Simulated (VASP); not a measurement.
# MgMnCoO4 (P1) in VASP: further runs

The runs below take MgMnCoO4 through single point, with PBE.

Everything below comes from runs of VASP 6.6.1. Logs are shortened: lines on timing, memory, paths and dates and some standing lists are left out, and cuts for length are marked.

### Step 1. The cell of the first run

The typed cell holds 7 atoms: a = 2.950 Å, b = 5.253 Å, c = 5.274 Å, α = 74.12°, β = 88.80°, γ = 87.65°.

### Step 2. Single point, PBE, collinear spin, ferromagnetic start

INCAR reads:

```
SYSTEM = MgMnCoO4
PREC = Accurate ; ENCUT = 520
EDIFF = 1E-6 ; ISMEAR = -1
SIGMA = 0.05 ; LREAL = .False.
LASPH = .True. ; NELM = 150
ALGO = Normal ; ISIF = 2
LWAVE = .False. ; LCHARG = .False.
ISPIN = 2 ; MAGMOM = 2 4 0 0 0 0 0
LORBIT = 11 ; LMAXMIX = 4
GGA = PE ; NBANDS = 37
KPAR = 4
```

KPOINTS reads:

```
regular mesh
0
Gamma
  9 6 5
  0 0 0
```

POSCAR reads:

```
MgMnCoO4
1.0
    2.9504113691      0.0000000000      0.0000000000
    0.2155308011      5.2481916826      0.0000000000
    0.1105963623      1.4393811431      5.0726535596
Co Mn Mg O
1 1 1 4
Direct
    0.9632079600      0.5779083800      0.5870283800
    0.5069257900      0.9681577600      0.9672239300
    0.4739883500      0.3001481400      0.2911247100
    0.4935918200      0.2867608700      0.6730399900
    0.9913137700      0.1416696700      0.1312262600
    0.0240338200      0.8166876600      0.8198657300
    0.5099655000      0.6799395000      0.2878730000
```

Potentials or basis: VASP PAW PBE potentials, release 64 (Co, Mn_pv, Mg, O).

Command:

```console
$ cat potpaw_PBE.64/Co/POTCAR potpaw_PBE.64/Mn_pv/POTCAR potpaw_PBE.64/Mg/POTCAR potpaw_PBE.64/O/POTCAR > POTCAR
$ mpirun -np 4 vasp_std > vasp.out
```

OUTCAR:

```text
SYSTEM = MgMnCoO4
   PREC = Accurate
   ENCUT = 520
   EDIFF = 1E-6
   ISMEAR = -1
   LREAL = .False.
   LASPH = .True.
   NELM = 150
   ISIF = 2
   ISPIN = 2
   LORBIT = 11
   GGA = PE

 ion  position               nearest neighbor table
   1  0.963  0.578  0.587-   6 2.00   7 2.03   4 2.06   4 2.11   7 2.21   3 2.79   3 2.86
   2  0.507  0.968  0.967-   6 1.94   7 1.94   6 1.94   4 1.95   5 2.04   5 2.05   3 2.75
   3  0.474  0.300  0.291-   5 1.99   5 1.99   7 2.00   4 2.00   2 2.75   1 2.79   1 2.86
   4  0.494  0.287  0.673-   2 1.95   3 2.00   1 2.06   1 2.11
   5  0.991  0.142  0.131-   3 1.99   3 1.99   2 2.04   2 2.05
   6  0.024  0.817  0.820-   2 1.94   2 1.94   1 2.00
   7  0.510  0.680  0.288-   2 1.94   3 2.00   1 2.03   1 2.21

  LATTYP: Found a triclinic cell.
 ALAT       =     6.9523802271
 B/A-ratio  =     1.4985262753
 C/A-ratio  =     0.4243742823
 COS(alpha) =     0.0005434582
 COS(beta)  =     0.4092809710
 COS(gamma) =     0.8353258104

  Lattice vectors:

 A1 = (  -2.8454769303,   3.8088105395,  -5.0726535596)
 A2 = (  -0.0056619235,   2.3694293964, -10.1453071192)
 A3 = (  -2.9504113691,   0.0000000000,   0.0000000000)

Analysis of symmetry for initial positions (statically):
=====================================================================
 Subroutine PRICEL returns:
 Original cell was already a primitive cell.

 Routine SETGRP: Setting up the symmetry group for a
 triclinic supercell.

 Subroutine GETGRP returns: Found  1 space group operations
 (whereof  1 operations were pure point group operations)
 out of a pool of  2 trial point group operations.

The static configuration has the point symmetry C_1 .

Analysis of symmetry for dynamics (positions and initial velocities):
=====================================================================
 Subroutine PRICEL returns:
 Original cell was already a primitive cell.

 Routine SETGRP: Setting up the symmetry group for a
 triclinic supercell.

 Subroutine GETGRP returns: Found  1 space group operations
 (whereof  1 operations were pure point group operations)
 out of a pool of  2 trial point group operations.

The dynamic configuration has the point symmetry C_1 .

Analysis of structural, dynamic, and magnetic symmetry:
=====================================================================
 Subroutine PRICEL returns:
 Original cell was already a primitive cell.

 Routine SETGRP: Setting up the symmetry group for a
 triclinic supercell.

 Subroutine GETGRP returns: Found  1 space group operations
 (whereof  1 operations were pure point group operations)
 out of a pool of  2 trial point group operations.

The overall configuration has the point symmetry C_1 .

 Subroutine INISYM returns: Found  1 space group operations
 (whereof  1 operations are pure point group operations),
 and found     1 'primitive' translations

----------------------------------------------------------------------------------------

                                     Primitive cell

  volume of cell :      78.5466

  direct lattice vectors                    reciprocal lattice vectors
     2.950411369  0.000000000  0.000000000     0.338935787 -0.013919290 -0.003439995
     0.215530801  5.248191683  0.000000000     0.000000000  0.190541821 -0.054066831
     0.110596362  1.439381143  5.072653560     0.000000000  0.000000000  0.197135481

  length of vectors
     2.950411369  5.252615488  5.274074683     0.339238925  0.198064151  0.197135481

  position of ions in fractional coordinates (direct lattice)
     0.963207960  0.577908380  0.587028380
     0.506925790  0.968157760  0.967223930
     0.473988350  0.300148140  0.291124710
     0.493591820  0.286760870  0.673039990
     0.991313770  0.141669670  0.131226260
     0.024033820  0.816687660  0.819865730
     0.509965500  0.679939500  0.287873000

  ion indices of the primitive-cell ions
   primitive index   ion index
                 1           1
                 2           2
                 3           3
[... 38 lines left out ...]
  0.000000  0.166667 -0.000000      2.000000
[... 16 lines left out ...]
 -0.111111  0.333333  0.000000      2.000000
  0.000000  0.500000 -0.000000      1.000000
 [... further k-points ...]
   k-points           NKPTS =    136   k-points in BZ     NKDIM =    136   number of bands    NBANDS=     37
   number of dos      NEDOS =    301   number of ions     NIONS =      7
   total plane-waves  NPLWV =  38400
   dimension x,y,z NGX =    24 NGY =   40 NGZ =   40
   dimension x,y,z NGXF=    48 NGYF=   80 NGZF=   80
   ions per type =               1   1   1   4
   NGX,Y,Z   is equivalent  to a cutoff of  13.52, 12.66, 12.61 a.u.
   NGXF,Y,Z  is equivalent  to a cutoff of  27.05, 25.32, 25.22 a.u.
 SYSTEM =  MgMnCoO4
   PREC   = accura    normal or accurate (medium, high low for compatibility)
   ISTART =      0    job   : 0-new  1-cont  2-samecut
   ICHARG =      2    charge: 1-file 2-atom 10-const
   ISPIN  =      2    spin polarized calculation?
   LNONCOLLINEAR =      F non collinear calculations
   LSORBIT =      F    spin-orbit coupling
   LASPH  =      T    aspherical Exc in radial PAW
   ENCUT  =  520.0 eV  38.22 Ry    6.18 a.u.   5.49  9.77  9.81*2*pi/ulx,y,z
   NELM   =    150;   NELMIN=  2; NELMDL= -5     # of ELM steps
   EDIFF  = 0.1E-05   stopping-criterion for ELM
   LREAL  =      F    real-space projection
   EDIFFG = 0.1E-04   stopping-criterion for IOM
   NSW    =      0    number of steps for IOM
   IBRION =     -1    ionic relax: 0-MD 1-quasi-New 2-CG
   NFREE  =      0    steps in history (QN), initial steepest desc. (CG)
   ISIF   =      2    stress and relaxation
   ISYM   =      2    0-nonsym 1-usesym 2-fastsym
   POTIM  = 0.5000    time-step for ionic-motion
   TEBEG  =    0.0;   TEEND  =   0.0 temperature during run
   PSTRESS=    0.0 pullay stress
   NELECT =      48.0000    total number of electrons
   NUPDOWN=      -1.0000    fix difference up-down
   EMIN   =  10.00;   EMAX   =-10.00  energy-range for DOS
   EFERMI =   0.00;   METHOD = LEGACY
   ISMEAR =    -1;   SIGMA  =   0.05  broadening in eV -4-tet -1-fermi 0-gaus
   EFERMI_NEDOS =   21; number of points for ismear=-14 and -15
   IALGO  =     38    algorithm
   IMIX   =      4    mixing-type and parameters
     AMIX     =   0.40;   BMIX     =  1.00
     AMIX_MAG =   1.60;   BMIX_MAG =  1.00
  volume/ion in A,a.u.               =      11.22        75.72
  Fermi-wavevector in a.u.,A,eV,Ry     =   1.389247  2.625296 26.259337  1.930007
  Thomas-Fermi vector in A             =   2.513296
   LORBIT       =     11    0 simple, 1 ext, 2 COOP (PROOUT), +10 PAW based schemes
   GGA     = PE    functional components
   LHFCALC =     F    Hartree Fock is set to
   AEXX    =    0.0000 exact exchange contribution
   IVDW    =     0    specifies the selected vdW correction
   LEPSILON=     F    determine dielectric tensor
   LRPA    =     F    only Hartree local field effects (RPA)
 spin polarized calculation
  energy-cutoff  :      520.00
  volume of cell :       78.55
 maximum number of plane-waves:      2134
 NGX is ok and might be reduce to    24
   NGX = 11   NGY = 19   NGZ = 19

 number of electron      47.9999995 magnetization       5.9965267

 Free energy of the ion-electron system (eV)
  ---------------------------------------------------
  ext. energy  EPLUGINS =         0.00000000
  ---------------------------------------------------
  free energy    TOTEN  =       -47.92597909 eV

  energy without entropy =      -47.91444008  energy(sigma->0) =      -47.92020959

 E-fermi :   4.4720     XC(G=0): -10.7531

 val. band max:        4.4715304857   @ k =   0.0000  -0.3333   0.2000
 cond. band min:       4.4744266140   @ k =   0.0000   0.5000  -0.0000
 fundamental gap:      0.0028961283
 Fermi energy:         4.4719985369

 spin component 1

 k-point     1 :       0.0000    0.0000    0.0000
  band No.  band energies     occupation
      1     -46.4193      1.00000
      2     -46.3706      1.00000
      3     -46.2950      1.00000
      4     -14.8396      1.00000
      5     -13.7909      1.00000
      6     -13.6086      1.00000
[... 925 lines left out ...]
     35      15.3108      0.00000
     36      16.5362      0.00000

 [... further k-points ...]

 spin component 2

 k-point     1 :       0.0000    0.0000    0.0000
  band No.  band energies     occupation
      1     -43.3959      1.00000
      2     -43.3616      1.00000
      3     -43.2174      1.00000
      4     -14.6172      1.00000
      5     -13.5474      1.00000
      6     -13.4633      1.00000
[... 925 lines left out ...]
     35      15.7947      0.00000
     36      16.9273      0.00000

 [... further k-points ...]

 [bands above 36 left out]

------------------------ aborting loop because EDIFF is reached ----------------------------------------

  FORCE on cell =-STRESS in cart. coord.  units (eV):
  Direction    XX          YY          ZZ          XY          YZ          ZX
  --------------------------------------------------------------------------------------
  -------------------------------------------------------------------------------------
  Total       -4.4406927     -3.0782409     -2.7912174     -0.1116295     -0.4653456     -0.2117359
  in kB      -90.5803175    -62.7893110    -56.9346659     -2.2769961     -9.4920220     -4.3189452
  external PRESSURE =     -70.1014315 kB  Pullay stress =       0.0000000 kB

 VOLUME and BASIS-vectors are now :
 -----------------------------------------------------------------------------
  energy-cutoff  :      520.00
  volume of cell :       78.55
      direct lattice vectors                 reciprocal lattice vectors
     2.950411369  0.000000000  0.000000000     0.338935787 -0.013919290 -0.003439995
     0.215530801  5.248191683  0.000000000     0.000000000  0.190541821 -0.054066831
     0.110596362  1.439381143  5.072653560     0.000000000  0.000000000  0.197135481

 POSITION                                       TOTAL-FORCE (eV/Angst)
 -----------------------------------------------------------------------------------
      3.03134      3.87793      2.97779         0.040240      0.032807      0.011147
      1.81128      6.47328      4.90639         0.088558     -0.092061     -0.051287
      1.49535      1.99427      1.47677        -0.010068     -0.105397     -0.089455
      1.59254      2.47374      3.41410        -0.002714      0.061052      0.057671
      2.96983      0.93239      0.66567        -0.018694     -0.105450     -0.069617
      0.33761      5.46623      4.15889        -0.182919      0.128803      0.109822
      1.68299      3.98281      1.46028         0.085597      0.080246      0.031719
 -----------------------------------------------------------------------------------
    total drift:                                0.000975      0.000041      0.000614

  FREE ENERGIE OF THE ION-ELECTRON SYSTEM (eV)
  ---------------------------------------------------
  free  energy   TOTEN  =       -47.9259790898 eV

  energy  without entropy=      -47.9144400844  energy(sigma->0) =      -47.92020959

 total charge

# of ion       s       p       d       tot
------------------------------------------
    1        0.316   0.380   7.067   7.763
    2        0.309   6.369   4.837  11.516
    3        0.155   0.176   0.077   0.408
    4        1.562   3.433   0.000   4.995
    5        1.552   3.479   0.000   5.031
    6        1.563   3.402   0.000   4.965
    7        1.563   3.427   0.000   4.990
--------------------------------------------------
tot          7.021  20.666  11.981  39.668

 magnetization (x)

# of ion       s       p       d       tot
------------------------------------------
    1        0.012   0.023   2.496   2.530
    2        0.018   0.026   2.722   2.766
    3        0.001  -0.000   0.001   0.002
    4        0.011   0.169   0.000   0.180
    5        0.001   0.034   0.000   0.035
    6        0.005   0.086   0.000   0.092
    7        0.011   0.170   0.000   0.180
--------------------------------------------------
tot          0.058   0.508   5.219   5.785
```

It took 8.1 min on 4 MPI ranks of Oxide Virtual Turin-like, shared host; peak memory 0.65 GiB.

What came out:

* Free energy: -47.9260 eV
* Pressure: -7.0 GPa
* Largest force: 0.249 eV/Å
* Band gap on the k mesh: 0.04 eV (least direct gap 0.15 eV)
* Net moment: 6.00 μB per cell
* Site moments: Co +2.53; Mn +2.77; Mg +0.00; O +0.18, +0.04, +0.09 (each value once) μB
* Valence electrons inside the program's atomic spheres: Co 7.76; Mn 11.52; Mg 0.41; O 5.00, 5.03, 4.96, 4.99

Forces in eV/Å, atoms in the order of the input:
```
Co   0.040  0.033  0.011
Mn   0.089 -0.092 -0.051
Mg  -0.010 -0.105 -0.089
O   -0.003  0.061  0.058
O   -0.019 -0.105 -0.070
O   -0.183  0.129  0.110
O    0.086  0.080  0.032
```

Caveat: the cell stands under tension; the smearing spreads over this small gap; semilocal functionals underestimate gaps, and a narrow one can read as zero.

### Step 3. Single point, PBE, collinear spin, ferromagnetic start

This run uses another cell than the first one, of 11.00 Å³/atom.

INCAR reads:

```
SYSTEM = MgMnCoO4
  ALGO = Normal
  EDIFF = 1E-7
  ENCUT = 520
  GGA = PE
  ISIF = 2
  ISMEAR = -1
  ISPIN = 2
  KPAR = 4
  LASPH = .TRUE.
  LCHARG = .FALSE.
  LMAXMIX = 4
  LORBIT = 11
  LREAL = .FALSE.
  LWAVE = .FALSE.
  MAGMOM = 2 4 0 0 0 0 0
  NBANDS = 37
  NELM = 150
  PREC = Accurate
  SIGMA = 0.05
```

KPOINTS reads:

```
k-points
0
G
  9 6 5
  0 0 0
```

Edit POSCAR of step 2 so:

```diff
@@ -2,5 +2,5 @@
 1.0
-    2.9504113691      0.0000000000      0.0000000000
-    0.2155308011      5.2481916826      0.0000000000
-    0.1105963623      1.4393811431      5.0726535596
+    2.9310002060      0.0000000000      0.0000000000
+    0.2141127943      5.2136631061      0.0000000000
+    0.1098687336      1.4299112562      5.0392798726
 Co Mn Mg O
```

Potentials or basis: VASP PAW PBE potentials, release 64 (Co, Mn_pv, Mg, O).

Command:

```console
$ cat potpaw_PBE.64/Co/POTCAR potpaw_PBE.64/Mn_pv/POTCAR potpaw_PBE.64/Mg/POTCAR potpaw_PBE.64/O/POTCAR > POTCAR
$ mpirun -np 4 vasp_std > vasp.out
```

It took 9.9 min on 4 MPI ranks of Oxide Virtual Turin-like, shared host; peak memory 0.66 GiB.

Results (log left out):

```
Free energy                                           : -47.9785 eV
Pressure                                              : -4.2 GPa
Largest force                                         : 0.189 eV/Å
Band gap on the k mesh                                : 0.02 eV (least direct gap 0.14 eV)
Net moment                                            : 5.99 μB per cell
Site moments                                          : Co +2.53; Mn +2.74; Mg +0.00; O +0.18, +0.04, +0.10 (each value once) μB
Valence electrons inside the program's atomic spheres : Co 7.79; Mn 11.56; Mg 0.42; O 5.01, 5.04, 4.98, 5.00
```

Forces on the atoms (eV/Å):
```
Co   0.075  0.075  0.034
Mn   0.100 -0.062 -0.036
Mg  -0.024 -0.135 -0.113
O   -0.009  0.054  0.084
O   -0.026 -0.079 -0.050
O   -0.182  0.035  0.039
O    0.065  0.111  0.042
```

Stress tensor (GPa, compression positive):
```
-6.37 -0.15 -0.32
-0.15 -3.40 -0.80
-0.32 -0.80 -2.92
```

Levels at points of the mesh, in eV from the valence-band top:
Spin up:
```csv
k point,band 23,band 24,band 25,band 26,band 27,band 28,band 29,band 30,band 31,band 32
"(0.00, 0.00, 0.00)",-1.72,-1.11,-1.01,-0.92,-0.07,1.02,1.36,2.48,6.89,7.88
"(0.00, 0.50, 0.00)",-2.04,-1.24,-0.87,-0.79,-0.47,1.34,1.61,4.32,5.24,7.04
```
Spin down:
| k point | band 19 | band 20 | band 21 | band 22 | band 23 | band 24 |
| --- | --- | --- | --- | --- | --- | --- |
| (0.00, 0.00, 0.00) | -1.49 | -0.80 | -0.09 | 0.23 | 0.54 | 0.65 |
| (0.00, 0.50, 0.00) | -2.24 | -0.52 | -0.22 | 0.03 | 0.44 | 0.82 |

Caveat: the cell stands under tension; the smearing spreads over this small gap; semilocal functionals underestimate gaps, and a narrow one can read as zero. A k mesh can miss the band edges.

The gap in the log of VASP goes by the Fermi energy; the results here count the filled bands.